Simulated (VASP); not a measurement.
Runs of VASP 6.6.1 on GaN. The structure is that of space group F-43m (No. 216), or close to it. The cells are those of the table. 

```csv
cell,pressure (GPa),moment (μB)
"a = 3.159 Å, angles 60.0, 60.0, 90.0°, 2 atoms",3.8,0.00
"a = 3.192 Å, angles 60.0, 60.0, 90.0°, 2 atoms",-2.4,0.00
"a = 3.181 Å, angles 60.0, 60.0, 90.0°, 2 atoms",(a),0.00
"a = 3.170 Å, angles 60.0, 60.0, 90.0°, 2 atoms",1.7,0.00
```

Alike in all rows: task single point; level PBEsol; potentials or basis VASP PAW PBE potentials, release 64 (Ga_d, N); spin non-collinear, zero start, SOC; k mesh 10 × 10 × 10; cutoff (eV) 520; smearing gaussian 0.01 eV.

Fill in the values left out.

(a) -0.3.

Caveats: the PAW data sets were made with another functional, which shifts forces and pressure a little; the cell stands under pressure (at least some runs).
